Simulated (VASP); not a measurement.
Runs of VASP 6.6.1 on BaTiO3. The structure is that of space group P4mm (No. 99), or close to it. The cells are those of the table. 

| level | potentials or basis | cell | cutoff (eV) | second run | gap on the mesh (eV) | pressure (GPa) | largest force (eV/Å) |
| --- | --- | --- | --- | --- | --- | --- | --- |
| PBE+D3(BJ) | VASP PAW PBE potentials, release 64 (Ba_sv, Ti_sv, O) | a = 3.973, b = 3.973, c = 4.095 Å, 5 atoms | 520 | - | 2.00 | 1.8 | 0.07 |
| PBE+D4 | VASP PAW PBE potentials, release 64 (Ba_sv, Ti_sv, O) | a = 3.972, b = 3.972, c = 4.123 Å, 5 atoms | 520 | - | 2.00 | 1.7 | 0.08 |
| PBE | VASP PAW PBE potentials, release 64 (Ba_sv, Ti_sv, O_h) | a = 3.985, b = 3.985, c = 4.203 Å, 5 atoms | 910 | hard_potentials | 1.98 | 1.3 | 0.05 |
| r2SCAN+rVV10 | VASP PAW PBE potentials, release 64 (Ba_sv, Ti_sv, O) | a = 3.967, b = 3.967, c = 4.066 Å, 5 atoms | 520 | - | (a) | 2.2 | (b) |
| PBE+D3(BJ) | VASP PAW PBE potentials, release 64 (Ba_sv, Ti_sv, O_h) | a = 3.973, b = 3.973, c = 4.095 Å, 5 atoms | 910 | hard_potentials | 2.00 | (c) | 0.04 |
| PBE+D4 | VASP PAW PBE potentials, release 64 (Ba_sv, Ti_sv, O_h) | a = 3.972, b = 3.972, c = 4.123 Å, 5 atoms | 910 | hard_potentials | 2.00 | 1.3 | 0.04 |
| PBE | VASP PAW PBE potentials, release 64 (Ba_sv, Ti_sv, O) | a = 3.985, b = 3.985, c = 4.203 Å, 5 atoms | 520 | - | 1.98 | 1.6 | 0.08 |

Alike in all rows: task single point; no spin polarisation; k mesh 5 × 5 × 5; smearing gaussian 0.01 eV.

Task: Fill in the values left out.

Result: (a) 2.41; (b) 0.14; (c) 1.4.

Caveats: spin-orbit coupling is left out, which moves the levels of the heavy elements; the cutoff is under 1.25 times the usual one of these potentials, so pressure, stress and relaxed cells hold a basis-set (Pulay) error (some runs); the PAW data sets were made with another functional, which shifts forces and pressure a little (some runs).

A k mesh can miss the band edges, and the runs leave out spin-orbit coupling on Ba.
